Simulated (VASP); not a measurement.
Set up this calculation in VASP 6.6.1, as the native input.

| Property | Result |
| --- | --- |
| Task | single point |
| Functional | PBEsol |
| Potentials or basis | VASP PAW PBE potentials, release 64 (Ti_sv, Al) |
| Cutoff | 520 eV |
| k mesh | 16 × 16 × 16 |
| Occupations | fermi-dirac, width 0.15 eV |
| Spin | no spin polarisation |
| Dipole correction | no |
| Further INCAR settings | ALGO = Fast; EDIFF = 1e-06; NBANDS = 18 |

The structure of TiAl3 lies in POSCAR:

```
TiAl3
1.0
   -1.9108941008      1.9108941008      4.2667047901
    1.9108941008     -1.9108941008      4.2667047901
    1.9108941008      1.9108941008     -4.2667047901
Ti Al
1 3
Direct
    0.0000000000      0.0000000000      0.0000000000
    0.5000000000      0.5000000000      0.0000000000
    0.7500000000      0.2500000000      0.5000000000
    0.2500000000      0.7500000000      0.5000000000
```

The input as run:

INCAR

```
SYSTEM = TiAl3
PREC     = Accurate       ! precision mode
ENCUT    = 520            ! plane-wave cutoff, eV
EDIFF    = 1E-6           ! SCF threshold, eV
ISMEAR   = -1             ! smearing method
SIGMA    = 0.15           ! smearing width, eV
LREAL    = .FALSE.        ! projectors in reciprocal space
LASPH    = .TRUE.         ! aspherical terms in the spheres
NELM     = 60             ! most SCF steps
ALGO     = Fast           ! electronic algorithm
ISIF     = 2              ! what is computed and relaxed
LWAVE    = .FALSE.        ! write WAVECAR
LCHARG   = .FALSE.        ! write CHGCAR
GGA      = PS             ! functional
NBANDS   = 18             ! bands
```

KPOINTS

```
Automatic mesh
0
G
  16 16 16
  0 0 0
```

Potentials or basis: VASP PAW PBE potentials, release 64 (Ti_sv, Al).

The run is started by

```bash
$ cat potpaw_PBE.64/Ti_sv/POTCAR potpaw_PBE.64/Al/POTCAR > POTCAR
$ mpirun -np 1 vasp_std > vasp.out
```

It gave:

```yaml
Pressure: 0.1 GPa
Band_gap_on_the_k_mesh: zero (an odd number of electrons rules out a gap without spin polarisation)
```

Caveat: the PAW data sets were made with another functional, which shifts forces and pressure a little.

It took 25 min on 1 thread of Intel(R) Xeon(R) Platinum 8259CL CPU @ 2.50GHz (Skylake/Cascade Lake) (shared host), peak memory 0.53 GiB.
